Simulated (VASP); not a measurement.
# TiAl (vib) (Pm-3m) in VASP: relaxation of cell and atoms with LDA

Aim: the relaxation of cell and atoms of TiAl (vib) with LDA.

Program: VASP 6.6.1. These are calculated values, not measurements. Logs are shortened: lines on timing, memory, paths and dates and some standing lists are left out, and cuts for length are marked.

## (1) The cell of the first run

The structure is cubic, space group Pm-3m (No. 221). Conventional cell: a = 3.179 Å, b = 3.179 Å, c = 3.179 Å, α = 90.00°, β = 90.00°, γ = 90.00°. Ti (site symmetry m-3m) has 8 Al at 2.75 Å and 6 Ti at 3.18 Å within 3.6 Å. Within 3.6 Å of Al (site symmetry m-3m) lie 8 Ti at 2.75 Å and 6 Al at 3.18 Å.

## (2) Relaxation of cell and atoms, LDA

INCAR reads:

```
ALGO = Normal ; EDIFF = 1E-6
EDIFFG = -0.002 ; ENCUT = 600
IBRION = 2 ; ISIF = 3
ISMEAR = 0 ; LASPH = T
LCHARG = F ; LREAL = F
LWAVE = F ; NELM = 80
NSW = 100 ; PREC = Accurate
SIGMA = 0.1
```

KPOINTS reads:

```
k-points
0
Gamma
  10 10 10
```

POSCAR reads:

```
TiAl
1.0
    3.1790640000      0.0000000000      0.0000000000
    0.0000000000      3.1790640000      0.0000000000
    0.0000000000      0.0000000000      3.1790640000
Ti Al
1 1
Direct
    0.0000000000      0.0000000000      0.0000000000
    0.5000000000      0.5000000000      0.5000000000
```

Potentials or basis: VASP PAW LDA potentials, release 64 (Ti_sv, Al).

Command:

```sh
$ cat potpaw_LDA.64/Ti_sv/POTCAR potpaw_LDA.64/Al/POTCAR > POTCAR
$ mpirun -np 1 vasp_std > vasp.out
```

OUTCAR:

```text
EDIFF = 1E-6
   EDIFFG = -0.002
   ENCUT = 600
   IBRION = 2
   ISIF = 3
   ISMEAR = 0
   LASPH = T
   LREAL = F
   NELM = 80
   NSW = 100
   PREC = Accurate

 ion  position               nearest neighbor table
   1  0.000  0.000  0.000-   2 2.75   2 2.75   2 2.75   2 2.75   2 2.75   2 2.75   2 2.75   2 2.75

   2  0.500  0.500  0.500-   1 2.75   1 2.75   1 2.75   1 2.75   1 2.75   1 2.75   1 2.75   1 2.75

  LATTYP: Found a simple cubic cell.
 ALAT       =     3.1790640000

  Lattice vectors:

 A1 = (   3.1790640000,   0.0000000000,   0.0000000000)
 A2 = (   0.0000000000,   3.1790640000,   0.0000000000)
 A3 = (   0.0000000000,   0.0000000000,   3.1790640000)

Analysis of symmetry for initial positions (statically):
=====================================================================
 Subroutine PRICEL returns:
 Original cell was already a primitive cell.

 Routine SETGRP: Setting up the symmetry group for a
 simple cubic supercell.

 Subroutine GETGRP returns: Found 48 space group operations
 (whereof 48 operations were pure point group operations)
 out of a pool of 48 trial point group operations.

The static configuration has the point symmetry O_h .

Analysis of symmetry for dynamics (positions and initial velocities):
=====================================================================
 Subroutine PRICEL returns:
 Original cell was already a primitive cell.

 Routine SETGRP: Setting up the symmetry group for a
 simple cubic supercell.

 Subroutine GETGRP returns: Found 48 space group operations
 (whereof 48 operations were pure point group operations)
 out of a pool of 48 trial point group operations.

The dynamic configuration has the point symmetry O_h .

 Subroutine INISYM returns: Found 48 space group operations
 (whereof 48 operations are pure point group operations),
 and found     1 'primitive' translations

----------------------------------------------------------------------------------------

                                     Primitive cell

  volume of cell :      32.1290

  direct lattice vectors                    reciprocal lattice vectors
     3.179064000  0.000000000  0.000000000     0.314557996  0.000000000  0.000000000
     0.000000000  3.179064000  0.000000000     0.000000000  0.314557996  0.000000000
     0.000000000  0.000000000  3.179064000     0.000000000  0.000000000  0.314557996

  length of vectors
     3.179064000  3.179064000  3.179064000     0.314557996  0.314557996  0.314557996

  position of ions in fractional coordinates (direct lattice)
     0.000000000  0.000000000  0.000000000
     0.500000000  0.500000000  0.500000000

  ion indices of the primitive-cell ions
   primitive index   ion index
                 1           1
                 2           2

----------------------------------------------------------------------------------------

 KPOINTS: k-points

Automatic generation of k-mesh.
 Grid dimensions read from file:
 generate k-points for:   10   10   10

 Generating k-lattice:

  Cartesian coordinates                     Fractional coordinates (reciprocal lattice)
     0.031455800  0.000000000  0.000000000     0.100000000  0.000000000  0.000000000
     0.000000000  0.031455800  0.000000000     0.000000000  0.100000000  0.000000000
     0.000000000  0.000000000  0.031455800     0.000000000  0.000000000  0.100000000

  Length of vectors
     0.031455800  0.031455800  0.031455800

  Shift w.r.t. Gamma in fractional coordinates (k-lattice)
     0.000000000  0.000000000  0.000000000

 Subroutine IBZKPT returns following result:
 ===========================================

 Found     56 irreducible k-points:

 Following reciprocal coordinates:
            Coordinates               Weight
  0.000000  0.000000  0.000000      1.000000
  0.100000  0.000000  0.000000      6.000000
  0.200000  0.000000  0.000000      6.000000
  0.300000  0.000000  0.000000      6.000000
  0.400000  0.000000  0.000000      6.000000
  0.500000  0.000000  0.000000      3.000000
[... 16 lines left out ...]
  0.200000  0.100000  0.100000     24.000000
  0.300000  0.100000  0.100000     24.000000
 [... further k-points ...]
   k-points           NKPTS =     56   k-points in BZ     NKDIM =     56   number of bands    NBANDS=     11
   number of dos      NEDOS =    301   number of ions     NIONS =      2
   total plane-waves  NPLWV =  21952
   dimension x,y,z NGX =    28 NGY =   28 NGZ =   28
   dimension x,y,z NGXF=    56 NGYF=   56 NGZF=   56
   ions per type =               1   1
   NGX,Y,Z   is equivalent  to a cutoff of  14.64, 14.64, 14.64 a.u.
   NGXF,Y,Z  is equivalent  to a cutoff of  29.28, 29.28, 29.28 a.u.
 SYSTEM =  unknown system
   PREC   = accura    normal or accurate (medium, high low for compatibility)
   ISTART =      0    job   : 0-new  1-cont  2-samecut
   ICHARG =      2    charge: 1-file 2-atom 10-const
   ISPIN  =      1    spin polarized calculation?
   LNONCOLLINEAR =      F non collinear calculations
   LSORBIT =      F    spin-orbit coupling
   LASPH  =      T    aspherical Exc in radial PAW
   ENCUT  =  600.0 eV  44.10 Ry    6.64 a.u.   6.35  6.35  6.35*2*pi/ulx,y,z
   NELM   =     80;   NELMIN=  2; NELMDL= -5     # of ELM steps
   EDIFF  = 0.1E-05   stopping-criterion for ELM
   LREAL  =      F    real-space projection
   EDIFFG = -.2E-02   stopping-criterion for IOM
   NSW    =    100    number of steps for IOM
   IBRION =      2    ionic relax: 0-MD 1-quasi-New 2-CG
   NFREE  =      1    steps in history (QN), initial steepest desc. (CG)
   ISIF   =      3    stress and relaxation
   ISYM   =      2    0-nonsym 1-usesym 2-fastsym
   POTIM  = 0.5000    time-step for ionic-motion
   TEBEG  =    0.0;   TEEND  =   0.0 temperature during run
   PSTRESS=    0.0 pullay stress
   NELECT =      15.0000    total number of electrons
   NUPDOWN=      -1.0000    fix difference up-down
   EMIN   =  10.00;   EMAX   =-10.00  energy-range for DOS
   EFERMI =   0.00;   METHOD = LEGACY
   ISMEAR =     0;   SIGMA  =   0.10  broadening in eV -4-tet -1-fermi 0-gaus
   EFERMI_NEDOS =   21; number of points for ismear=-14 and -15
   IALGO  =     38    algorithm
   IMIX   =      4    mixing-type and parameters
     AMIX     =   0.40;   BMIX     =  1.00
     AMIX_MAG =   1.60;   BMIX_MAG =  1.00
  volume/ion in A,a.u.               =      16.06       108.41
  Fermi-wavevector in a.u.,A,eV,Ry     =   1.270007  2.399964 21.945065  1.612917
  Thomas-Fermi vector in A             =   2.403017
   LORBIT       =      0    0 simple, 1 ext, 2 COOP (PROOUT), +10 PAW based schemes
   GGA     = CA    functional components
   LHFCALC =     F    Hartree Fock is set to
   AEXX    =    0.0000 exact exchange contribution
   IVDW    =     0    specifies the selected vdW correction
   LEPSILON=     F    determine dielectric tensor
   LRPA    =     F    only Hartree local field effects (RPA)
 conjugate gradient relaxation of ions
 non-spin polarized calculation
 Gauss-broadening in eV      SIGMA  =   0.10
  energy-cutoff  :      600.00
  volume of cell :       32.13
 maximum number of plane-waves:      1108
 NGX is ok and might be reduce to    28
   NGX = 13   NGY = 13   NGZ = 13

--------------------------------------- Ionic step        1  -------------------------------------------

 number of electron      15.0000003 magnetization

 Free energy of the ion-electron system (eV)
  ---------------------------------------------------
  ext. energy  EPLUGINS =         0.00000000
  ---------------------------------------------------
  free energy    TOTEN  =       -13.27525519 eV

  energy without entropy =      -13.26064383  energy(sigma->0) =      -13.26794951

------------------------ aborting loop because EDIFF is reached ----------------------------------------

  FORCE on cell =-STRESS in cart. coord.  units (eV):
  Direction    XX          YY          ZZ          XY          YZ          ZX
  --------------------------------------------------------------------------------------
  -------------------------------------------------------------------------------------
  Total       -1.1714862     -1.1714862     -1.1714862      0.0000000      0.0000000     -0.0000000
  in kB      -58.4184396    -58.4184396    -58.4184396      0.0000000      0.0000000     -0.0000000
  external PRESSURE =     -58.4184396 kB  Pullay stress =       0.0000000 kB
[... 57 lines left out ...]
  energy  without entropy=      -13.2770616004  energy(sigma->0) =      -13.28365875

--------------------------------------- Ionic step        3  -------------------------------------------

 number of electron      14.9999998 magnetization

 Free energy of the ion-electron system (eV)
  ---------------------------------------------------
  ext. energy  EPLUGINS =         0.00000000
  ---------------------------------------------------
  free energy    TOTEN  =       -13.30515789 eV

  energy without entropy =      -13.29136111  energy(sigma->0) =      -13.29825950

 E-fermi :   9.0691     XC(G=0): -11.5373

 val. band max:        9.0620232053   @ k =   0.4000   0.3000   0.2000
 cond. band min:       9.0797550038   @ k =   0.3000   0.3000   0.2000
 fundamental gap:      0.0177317985
 Fermi energy:         9.0690644418

 k-point     1 :       0.0000    0.0000    0.0000
  band No.  band energies     occupation
      1     -47.0226      2.00000
      2     -23.6031      2.00000
      3     -23.6031      2.00000
      4     -23.6031      2.00000
      5      -0.3487      2.00000
      6       7.5332      2.00000
      7       7.5332      2.00000
      8      10.9358      0.00000
      9      10.9358      0.00000
     10      10.9358      0.00000
     11      13.7343      0.00000
[... 309 lines left out ...]
 k-point    24 :       0.3000    0.1000    0.1000
  band No.  band energies     occupation
      1     -47.0059      2.00000
      2     -23.7386      2.00000
      3     -23.6096      2.00000
      4     -23.6077      2.00000
      5       1.3743      2.00000
      6       6.3189      2.00000
      7       8.0299      2.00000
      8       9.4134      0.00000
      9       9.5176      0.00000
     10      10.6835      0.00000
     11      12.2569      0.00000

 [... further k-points ...]

------------------------ aborting loop because EDIFF is reached ----------------------------------------

  FORCE on cell =-STRESS in cart. coord.  units (eV):
  Direction    XX          YY          ZZ          XY          YZ          ZX
  --------------------------------------------------------------------------------------
  -------------------------------------------------------------------------------------
  Total       -0.0023683     -0.0023683     -0.0023683      0.0000000      0.0000000      0.0000000
  in kB       -0.1242249     -0.1242249     -0.1242249      0.0000000      0.0000000      0.0000000
  external PRESSURE =      -0.1242249 kB  Pullay stress =       0.0000000 kB
[... 17 lines left out ...]
  FREE ENERGIE OF THE ION-ELECTRON SYSTEM (eV)
  ---------------------------------------------------
  free  energy   TOTEN  =       -13.3051578874 eV

  energy  without entropy=      -13.2913611147  energy(sigma->0) =      -13.29825950

 reached required accuracy - stopping structural energy minimisation
```

It took 20 s on 1 thread of Intel Xeon 6975P-C (Granite Rapids), shared host; peak memory 0.17 GiB.

Results:

| Property | Result |
| --- | --- |
| Free energy | -13.3052 eV |
| Relaxed volume | 15.27 Å³/atom |
| Relaxed cell | a = 3.126 Å, b = 3.126 Å, c = 3.126 Å, α = 90.00°, β = 90.00°, γ = 90.00° |
| Space group after relaxing (to 0.05 Å) | Pm-3m (No. 221) |
| Energy gained by relaxing | 15.0 meV/atom |
| Ionic steps | 3 |
| Pressure after relaxing | 0.0 GPa |

The path:
| step | energy change (eV) | largest force (eV/Å) | pressure (GPa) | volume (Å³) |
| --- | --- | --- | --- | --- |
| 1 | 0.0000 | 0.0000 | -5.84 | 32.13 |
| 2 | -0.0150 | 0.0000 | 4.63 | 29.48 |
| 3 | -0.0299 | 0.0000 | -0.01 | 30.55 |

Final structure:
```cif
data_structure
_symmetry_space_group_name_H-M 'P 1'
_symmetry_Int_Tables_number 1
_cell_length_a 3.1259
_cell_length_b 3.1259
_cell_length_c 3.1259
_cell_angle_alpha 90.000
_cell_angle_beta 90.000
_cell_angle_gamma 90.000
_cell_volume 30.55
loop_
_atom_site_label
_atom_site_type_symbol
_atom_site_fract_x
_atom_site_fract_y
_atom_site_fract_z
_atom_site_occupancy
Ti1 Ti 0.00000 0.00000 0.00000 1
Al1 Al 0.50000 0.50000 0.50000 1
```
